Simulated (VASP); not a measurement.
# SnO (C2) in VASP: single point with PBEsol+D3(BJ)

Aim: the single point of SnO with PBEsol+D3(BJ).

All numbers are computed with VASP 6.6.1; they aren't measurements. Logs are shortened: lines on timing, memory, paths and dates and some standing lists are left out, and cuts for length are marked.

## Step 1: The cell of the first run

The structure is monoclinic, space group C2 (No. 5). The conventional cell has a = 5.332 Å, b = 5.332 Å, c = 4.563 Å, α = 90.00°, β = 90.00°, γ = 90.00°. Sn (site symmetry 1) has 4 O at 2.12 to 2.30 Å within 2.8 Å. Within 2.9 Å of O (site symmetry 2) lie 4 Sn at 2.12 to 2.30 Å and 4 O at 2.52 to 2.82 Å. O (site symmetry 2) has 4 Sn at 2.21 Å and 4 O at 2.52 to 2.82 Å within 2.9 Å.

## Step 2: Single point, PBEsol+D3(BJ) (atom 3 (O) moved +0.150 Å along Cartesian [1 1 0])

File INCAR:

```
  PREC = Accurate
  ENCUT = 600
  EDIFF = 1E-6
  ISMEAR = 0
  SIGMA = 0.15
  LREAL = F
  LASPH = T
  NELM = 120
  ALGO = Normal
  ISIF = 2
  LWAVE = F
  LCHARG = T
  GGA = PS
  IVDW = 12
  LELF = T
  LVHAR = T
  NBANDS = 28
  GGA_COMPAT = F
```

File KPOINTS:

```
regular mesh
0
Gamma
  12 12 10
```

File POSCAR:

```
SnO
1.0
    3.7703910616      0.0000000000      0.0000000000
    0.0000000000      3.7703910616      0.0000000000
    0.0000000000      0.0000000000      4.5633702865
Sn O
2 2
Direct
    0.0000000000      0.5000000000      0.2532585894
    0.5000000000      0.0000000000      0.7467414106
    0.0281313040      0.0281313040      0.0000000000
    0.5000000000      0.5000000000      0.0000000000
```

Potentials or basis: VASP PAW PBE potentials, release 64 (Sn_d, O).

Launch:

```
$ cat potpaw_PBE.64/Sn_d/POTCAR potpaw_PBE.64/O/POTCAR > POTCAR
$ mpirun -np 1 vasp_std > vasp.out
```

OUTCAR:

```text
PREC = Accurate
   ENCUT = 600
   EDIFF = 1E-6
   ISMEAR = 0
   LREAL = F
   LASPH = T
   NELM = 120
   ISIF = 2
   GGA = PS
   IVDW = 12
 IVDW          = 12

 ion  position               nearest neighbor table
   1  0.000  0.500  0.253-   3 2.12   4 2.21   4 2.21   3 2.30   2 3.49   2 3.49   2 3.49   2 3.49
                             2 3.53   2 3.53   2 3.53   2 3.53
   2  0.500  0.000  0.747-   3 2.12   4 2.21   4 2.21   3 2.30   1 3.49   1 3.49   1 3.49   1 3.49
                             1 3.53   1 3.53   1 3.53   1 3.53
   3  0.028  0.028  0.000-   1 2.12   2 2.12   1 2.30   2 2.30
   4  0.500  0.500  0.000-   1 2.21   2 2.21   2 2.21   1 2.21

  LATTYP: Found a simple tetragonal cell.
 ALAT       =     3.7703910616
 C/A-ratio  =     1.2103175007

  Lattice vectors:

 A1 = (   3.7703910616,   0.0000000000,   0.0000000000)
 A2 = (   0.0000000000,   3.7703910616,   0.0000000000)
 A3 = (   0.0000000000,   0.0000000000,   4.5633702865)

Analysis of symmetry for initial positions (statically):
=====================================================================
 Subroutine PRICEL returns:
 Original cell was already a primitive cell.

 Routine SETGRP: Setting up the symmetry group for a
 simple tetragonal supercell.

 Subroutine GETGRP returns: Found  2 space group operations
 (whereof  2 operations were pure point group operations)
 out of a pool of 16 trial point group operations.

The static configuration has the point symmetry C_2 .

Analysis of symmetry for dynamics (positions and initial velocities):
=====================================================================
 Subroutine PRICEL returns:
 Original cell was already a primitive cell.

 Routine SETGRP: Setting up the symmetry group for a
 simple tetragonal supercell.

 Subroutine GETGRP returns: Found  2 space group operations
 (whereof  2 operations were pure point group operations)
 out of a pool of 16 trial point group operations.

The dynamic configuration has the point symmetry C_2 .

 Subroutine INISYM returns: Found  2 space group operations
 (whereof  2 operations are pure point group operations),
 and found     1 'primitive' translations

----------------------------------------------------------------------------------------

                                     Primitive cell

  volume of cell :      64.8722

  direct lattice vectors                    reciprocal lattice vectors
     3.770391062  0.000000000  0.000000000     0.265224478  0.000000000  0.000000000
     0.000000000  3.770391062  0.000000000     0.000000000  0.265224478  0.000000000
     0.000000000  0.000000000  4.563370286     0.000000000  0.000000000  0.219136282

  length of vectors
     3.770391062  3.770391062  4.563370286     0.265224478  0.265224478  0.219136282

  position of ions in fractional coordinates (direct lattice)
     0.000000000  0.500000000  0.253258589
     0.500000000  0.000000000  0.746741411
     0.028131304  0.028131304  0.000000000
     0.500000000  0.500000000  0.000000000

  ion indices of the primitive-cell ions
   primitive index   ion index
                 1           1
                 2           2
                 3           3
                 4           4

----------------------------------------------------------------------------------------

 KPOINTS: regular mesh

Automatic generation of k-mesh.
 Grid dimensions read from file:
 generate k-points for:   12   12   10

 Generating k-lattice:

  Cartesian coordinates                     Fractional coordinates (reciprocal lattice)
     0.022102040  0.000000000  0.000000000     0.083333333  0.000000000  0.000000000
     0.000000000  0.022102040  0.000000000     0.000000000  0.083333333  0.000000000
     0.000000000  0.000000000  0.021913628     0.000000000  0.000000000  0.100000000

  Length of vectors
     0.022102040  0.022102040  0.021913628

  Shift w.r.t. Gamma in fractional coordinates (k-lattice)
     0.000000000  0.000000000  0.000000000

 Subroutine IBZKPT returns following result:
 ===========================================

 Found    398 irreducible k-points:

 Following reciprocal coordinates:
            Coordinates               Weight
  0.000000  0.000000  0.000000      1.000000
  0.083333  0.000000  0.000000      4.000000
  0.166667  0.000000  0.000000      4.000000
  0.250000  0.000000  0.000000      4.000000
  0.333333  0.000000  0.000000      4.000000
  0.416667  0.000000  0.000000      4.000000
[... 16 lines left out ...]
  0.333333  0.166667  0.000000      4.000000
 -0.166667  0.333333  0.000000      4.000000
 [... further k-points ...]
   k-points           NKPTS =    398   k-points in BZ     NKDIM =    398   number of bands    NBANDS=     28
   number of dos      NEDOS =    301   number of ions     NIONS =      4
   total plane-waves  NPLWV =  32400
   dimension x,y,z NGX =    30 NGY =   30 NGZ =   36
   dimension x,y,z NGXF=    60 NGYF=   60 NGZF=   72
   ions per type =               2   2
   NGX,Y,Z   is equivalent  to a cutoff of  13.23, 13.23, 13.11 a.u.
   NGXF,Y,Z  is equivalent  to a cutoff of  26.46, 26.46, 26.23 a.u.
 SYSTEM =  unknown system
   PREC   = accura    normal or accurate (medium, high low for compatibility)
   ISTART =      0    job   : 0-new  1-cont  2-samecut
   ICHARG =      2    charge: 1-file 2-atom 10-const
   ISPIN  =      1    spin polarized calculation?
   LNONCOLLINEAR =      F non collinear calculations
   LSORBIT =      F    spin-orbit coupling
   LASPH  =      T    aspherical Exc in radial PAW
   ENCUT  =  600.0 eV  44.10 Ry    6.64 a.u.   7.53  7.53  9.11*2*pi/ulx,y,z
   NELM   =    120;   NELMIN=  2; NELMDL= -5     # of ELM steps
   EDIFF  = 0.1E-05   stopping-criterion for ELM
   LREAL  =      F    real-space projection
   EDIFFG = 0.1E-04   stopping-criterion for IOM
   NSW    =      0    number of steps for IOM
   IBRION =     -1    ionic relax: 0-MD 1-quasi-New 2-CG
   NFREE  =      0    steps in history (QN), initial steepest desc. (CG)
   ISIF   =      2    stress and relaxation
   ISYM   =      2    0-nonsym 1-usesym 2-fastsym
   POTIM  = 0.5000    time-step for ionic-motion
   TEBEG  =    0.0;   TEEND  =   0.0 temperature during run
   PSTRESS=    0.0 pullay stress
   NELECT =      40.0000    total number of electrons
   NUPDOWN=      -1.0000    fix difference up-down
   EMIN   =  10.00;   EMAX   =-10.00  energy-range for DOS
   EFERMI =   0.00;   METHOD = LEGACY
   ISMEAR =     0;   SIGMA  =   0.15  broadening in eV -4-tet -1-fermi 0-gaus
   EFERMI_NEDOS =   21; number of points for ismear=-14 and -15
   IALGO  =     38    algorithm
   IMIX   =      4    mixing-type and parameters
     AMIX     =   0.40;   BMIX     =  1.00
     AMIX_MAG =   1.60;   BMIX_MAG =  1.00
  volume/ion in A,a.u.               =      16.22       109.44
  Fermi-wavevector in a.u.,A,eV,Ry     =   1.393398  2.633141 26.416518  1.941559
  Thomas-Fermi vector in A             =   2.517048
   LORBIT       =      0    0 simple, 1 ext, 2 COOP (PROOUT), +10 PAW based schemes
   GGA     = PS    functional components
   LHFCALC =     F    Hartree Fock is set to
   AEXX    =    0.0000 exact exchange contribution
   IVDW    =    12    specifies the selected vdW correction
   LEPSILON=     F    determine dielectric tensor
   LRPA    =     F    only Hartree local field effects (RPA)
 non-spin polarized calculation
 Gauss-broadening in eV      SIGMA  =   0.15
  energy-cutoff  :      600.00
  volume of cell :       64.87
 maximum number of plane-waves:      2198
   NGX = 15   NGY = 15   NGZ = 19

 number of electron      40.0000018 magnetization

 Free energy of the ion-electron system (eV)
  ---------------------------------------------------
  ext. energy  EPLUGINS =         0.00000000
  ---------------------------------------------------
  free energy    TOTEN  =       -24.09130793 eV

  energy without entropy =      -24.08675361  energy(sigma->0) =      -24.08903077

 E-fermi :   7.9713     XC(G=0): -10.9319

 val. band max:        7.9587904855   @ k =   0.0833   0.0833   0.1000
 cond. band min:       7.9878771497   @ k =   0.5000   0.4167   0.0000
 fundamental gap:      0.0290866642
 Fermi energy:         7.9712665117

 k-point     1 :       0.0000    0.0000    0.0000
  band No.  band energies     occupation
      1     -14.1091      2.00000
      2     -13.6691      2.00000
      3     -13.6344      2.00000
      4     -13.6053      2.00000
      5     -13.5728      2.00000
      6     -13.5710      2.00000
[... 20 lines left out ...]
     27      14.7178      0.00000
     28      14.7272      0.00000

 k-point     2 :       0.0833    0.0000    0.0000
  band No.  band energies     occupation
      1     -14.1052      2.00000
      2     -13.6725      2.00000
      3     -13.6323      2.00000
      4     -13.6038      2.00000
      5     -13.5748      2.00000
      6     -13.5681      2.00000
[... 20 lines left out ...]
     27      14.7274      0.00000
     28      15.3765      0.00000

 k-point     3 :       0.1667    0.0000    0.0000
  band No.  band energies     occupation
      1     -14.0938      2.00000
      2     -13.6965      2.00000
      3     -13.6262      2.00000
      4     -13.6063      2.00000
      5     -13.5813      2.00000
      6     -13.5620      2.00000
[... 20 lines left out ...]
     27      14.7984      0.00000
     28      16.7060      0.00000

 k-point     4 :       0.2500    0.0000    0.0000
  band No.  band energies     occupation
      1     -14.0762      2.00000
      2     -13.7623      2.00000
      3     -13.6184      2.00000
      4     -13.6076      2.00000
      5     -13.5793      2.00000
      6     -13.5611      2.00000
[... 20 lines left out ...]
     27      14.9684      0.00000
     28      18.1310      0.00000

 k-point     5 :       0.3333    0.0000    0.0000
  band No.  band energies     occupation
      1     -14.0526      2.00000
      2     -13.8418      2.00000
      3     -13.6095      2.00000
      4     -13.5952      2.00000
      5     -13.5766      2.00000
      6     -13.5602      2.00000
[... 20 lines left out ...]
     27      15.2296      0.00000
     28      17.7959      0.00000

 k-point     6 :       0.4167    0.0000    0.0000
  band No.  band energies     occupation
      1     -14.0222      2.00000
      2     -13.9116      2.00000
      3     -13.5982      2.00000
      4     -13.5812      2.00000
      5     -13.5775      2.00000
      6     -13.5590      2.00000
[... 463 lines left out ...]
      5     -13.5790      2.00000
      6     -13.5666      2.00000
[... 20 lines left out ...]
     27      16.4126      0.00000
     28      16.5603      0.00000

 k-point    22 :      -0.1667    0.2500    0.0000
  band No.  band energies     occupation
      1     -14.0687      2.00000
      2     -13.8231      2.00000
      3     -13.6322      2.00000
      4     -13.5844      2.00000
      5     -13.5799      2.00000
      6     -13.5669      2.00000
[... 20 lines left out ...]
     27      16.4898      0.00000
     28      16.5278      0.00000

 k-point    23 :       0.3333    0.1667    0.0000
  band No.  band energies     occupation
      1     -14.0639      2.00000
      2     -13.8828      2.00000
      3     -13.6179      2.00000
      4     -13.5782      2.00000
      5     -13.5690      2.00000
      6     -13.5660      2.00000
[... 20 lines left out ...]
     27      16.0713      0.00000
     28      16.6240      0.00000

 k-point    24 :      -0.1667    0.3333    0.0000
  band No.  band energies     occupation
      1     -14.0528      2.00000
      2     -13.8936      2.00000
      3     -13.6201      2.00000
      4     -13.5768      2.00000
      5     -13.5762      2.00000
      6     -13.5637      2.00000
[... 20 lines left out ...]
     27      16.1175      0.00000
     28      16.6007      0.00000

 [... further k-points ...]

------------------------ aborting loop because EDIFF is reached ----------------------------------------

 Edisp (eV)   -0.93354

 E8    (eV) :    -0.6177

  FORCE on cell =-STRESS in cart. coord.  units (eV):
  Direction    XX          YY          ZZ          XY          YZ          ZX
  --------------------------------------------------------------------------------------
  -------------------------------------------------------------------------------------
  Total       0.44723     0.44723     0.28025     0.14196     0.47011    -0.47011
  in kB      11.04544    11.04544     6.92139     3.50614    11.61050   -11.61044
  external pressure =        9.67 kB  Pullay stress =        0.00 kB

 VOLUME and BASIS-vectors are now :
 -----------------------------------------------------------------------------
  energy-cutoff  :      600.00
  volume of cell :       64.87
      direct lattice vectors                 reciprocal lattice vectors
     3.770391062  0.000000000  0.000000000     0.265224478  0.000000000  0.000000000
     0.000000000  3.770391062  0.000000000     0.000000000  0.265224478  0.000000000
     0.000000000  0.000000000  4.563370286     0.000000000  0.000000000  0.219136282

 POSITION                                       TOTAL-FORCE (eV/Angst)
 -----------------------------------------------------------------------------------
      0.00000      1.88520      1.15571         0.078741      0.370167      0.175478
      1.88520      0.00000      3.40766         0.370167      0.078741     -0.175478
      0.10607      0.10607      0.00000        -0.956336     -0.956336      0.000000
      1.88520      1.88520      0.00000         0.507428      0.507428      0.000000
 -----------------------------------------------------------------------------------
    total drift:                                0.000231      0.000232     -0.000001

  FREE ENERGIE OF THE ION-ELECTRON SYSTEM (eV)
  ---------------------------------------------------
  free  energy   TOTEN  =       -25.0248478404 eV

  energy  without entropy=      -25.0202935165  energy(sigma->0) =      -25.02257068
```

It took 6.3 min on 1 thread of Oxide Virtual Turin-like, shared host; peak memory 0.72 GiB.

What came out:

```yaml
Free_energy: -25.0248 eV
Pressure: 1.0 GPa
Largest_force: 1.352 eV/Å
Band_gap_on_the_k_mesh: zero (bands 20 and 21 overlap by 0.50 eV)
Dispersion_energy_per_atom: -0.233 eV
```

Forces on the atoms (eV/Å):
```
Sn   0.079  0.370  0.175
Sn   0.370  0.079 -0.175
O   -0.956 -0.956  0.000
O    0.507  0.507  0.000
```

Levels at points of the mesh, in eV from the Fermi level:
```tsv
k point	band 16	band 17	band 18	band 19	band 20	band 21	band 22	band 23	band 24	band 25
(0.00, 0.00, 0.00)	-6.50	-3.68	-3.31	-3.22	0.03	2.31	4.23	4.37	5.19	5.95
(0.50, 0.00, 0.00)	-5.18	-5.15	-4.78	-3.06	-2.95	3.18	3.76	5.65	5.81	6.44
(0.50, 0.50, 0.00)	-5.29	-2.62	-2.58	-2.00	-1.97	-0.45	-0.42	4.41	4.45	7.94
(0.00, 0.00, 0.50)	-3.80	-3.37	-3.24	-2.62	-2.30	1.65	2.42	2.58	3.40	7.87
(0.50, 0.00, 0.50)	-5.74	-5.18	-4.73	-1.93	-1.73	2.80	2.90	5.02	5.15	6.89
(0.50, 0.50, 0.50)	-6.00	-3.10	-3.08	-2.62	-2.57	2.10	2.14	4.33	4.57	5.77
```

Caveat: the cell differs from its parent crystal (atom 3 (O) moved +0.150 Å along Cartesian [1 1 0]); semilocal functionals underestimate gaps, and a narrow one can read as zero; the PAW data sets were made with another functional, which shifts forces and pressure a little; spin-orbit coupling is left out, which moves the levels of the heavy elements.

The gap in the log of VASP goes by the Fermi energy; the results here count the filled bands.